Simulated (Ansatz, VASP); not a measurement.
Ti: VASP beside Ansatz

```
CELL_PARAMETERS angstrom
-1.60818 1.64100 1.64100
1.60818 -1.64100 1.64100
1.60818 1.64100 -1.64100
ATOMIC_POSITIONS crystal
Ti 0.00000 0.00000 0.00000
```

Change from the starting cell: strain -0.0200 x Voigt [1, 0, 0, 0, 0, 0], atoms carried along.

Alike in both runs: task single point; functional PBEsol; k mesh 20 × 20 × 20; occupations gaussian, width 0.15 eV; no spin polarisation.

|  | VASP | Ansatz |
| --- | --- | --- |
| version | VASP 6.6.1 | Ansatz 0.2.0 |
| potentials or method | VASP PAW PBE potentials, release 64 (Ti_sv), cutoff 520 eV | scalar-relativistic, plane waves, PAW |
| valence electrons in the cell | 12 | 12 |

```csv
,VASP,Ansatz,Ansatz less VASP
gap on the k mesh at the Fermi level (eV),none,none,-
pressure (GPa),-5.0,-4.8,+0.21
"traceless stress, the component that is largest in VASP (GPa)",-0.37,-0.37,0.000
```

VASP's potentials were made for PBE, not for PBEsol. A gap of «none» marks a metal or a gap that the smearing closes. With one functional, cell and mesh, what is left measures potentials, basis and numerics.
